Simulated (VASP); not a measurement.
GdN, 2 atoms in the cell. Symmetry: F-43m, No. 216, cubic system. The conventional cell has a = 5.459 Å, b = 5.459 Å, c = 5.459 Å, α = 90.00°, β = 90.00°, γ = 90.00°. Within 3.1 Å of Gd (site symmetry -43m) lie 4 N at 2.36 Å. N (site symmetry -43m) has 4 Gd at 2.36 Å within 3.1 Å. 

- Program: VASP 6.6.1
- Task: single point
- Functional: LDA
- Potentials or basis: VASP PAW PBE potentials, release 64 (Gd, N)
- Cutoff: 600 eV
- k mesh: 6 × 6 × 6
- Occupations: gaussian, width 0.05 eV
- Spin: collinear spin, ferromagnetic start
- Starting moments: [7.67, 0.22] μB
- Fixed moment: 7.7 μB
- Hubbard terms: Gd f U = 8.0 eV
- Dipole correction: no
- Further INCAR settings: ALGO = Normal; EDIFF = 1e-06; NBANDS = 22

Potentials or basis: VASP PAW PBE potentials, release 64 (Gd, N).

Run with:

```bash
$ cat potpaw_PBE.64/Gd/POTCAR potpaw_PBE.64/N/POTCAR > POTCAR
$ mpirun -np 1 vasp_std > vasp.out
```

Hardware: 1 thread of Intel Xeon 6975P-C, with other jobs on the host.

Question: Estimate the wall time of this run.

Answer: Wall time 50 s on 1 thread of Intel Xeon 6975P-C (shared host), peak memory 0.19 GiB. Counts: scf iterations 15, k points 16.
